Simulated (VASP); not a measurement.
Input of a VASP 6.6.1 run:

INCAR

```
ALGO     = Normal         # electronic algorithm
EDIFF    = 1E-7           # SCF threshold, eV
ENCUT    = 520            # plane-wave cutoff, eV
GGA      = PS             # functional
ISIF     = 2              # what is computed and relaxed
ISMEAR   = 0              # smearing method
ISPIN    = 2              # spin polarisation
LASPH    = T              # aspherical terms in the spheres
LCHARG   = T              # write CHGCAR
LDAU     = T              # DFT+U
LDAUJ    = 0 0          
LDAUL    = -1 2           # shell
LDAUPRINT= 1            
LDAUTYPE = 2            
LDAUU    = 0 4            # U, eV
LELF     = T              # ELF
LMAXMIX  = 4              # l up to which the mixer works
LORBIT   = 11             # projections on sites
LREAL    = F              # projectors in reciprocal space
LVHAR    = T            
LWAVE    = F              # write WAVECAR
MAGMOM   = 0 0 0 0 0 0    # initial moments
NBANDS   = 39             # bands
NELM     = 150            # most SCF steps
PREC     = Accurate       # precision mode
SIGMA    = 0.05           # smearing width, eV
```

Contents of KPOINTS:

```
k-points
0
Gamma
  6 6 2
```

POSCAR

```
Te2Mo
1.0
    3.5181997400      0.0000000000      0.0000000000
   -1.7590998700      3.0468503500      0.0000000000
    0.0000000000      0.0000000000     13.9735999500
Te Mo
4 2
Direct
    0.3333333333      0.6666666667      0.6210000000
    0.6666666667      0.3333333333      0.1210000000
    0.3333333333      0.6666666667      0.8790000000
    0.6666666667      0.3333333333      0.3790000000
    0.3333333333      0.6666666667      0.2500000000
    0.6666666667      0.3333333333      0.7500000000
```

Potentials or basis: VASP PAW PBE potentials, release 64 (Te, Mo_sv).

Command:

```console
$ cat potpaw_PBE.64/Te/POTCAR potpaw_PBE.64/Mo_sv/POTCAR > POTCAR
$ mpirun -np 1 vasp_std > vasp.out
```

(1) Estimate the largest force.

(2) Estimate the net moment.

(3) What does it give for the band gap on the k mesh?

(4) Predict the pressure.

Results:

(1) 0.152 eV/Å.

(2) 0.00 μB per cell.

(3) 0.77 eV, indirect (least direct gap 1.04 eV).

(4) 0.4 GPa.

Caveat: the PAW data sets were made with another functional, which shifts forces and pressure a little; spin-orbit coupling is left out, which moves the levels of the heavy elements; this functional lacks dispersion, which binds the layers, so the pressure and a relaxed spacing across them are unreliable; the U is typed as a test and isn't derived for this compound.
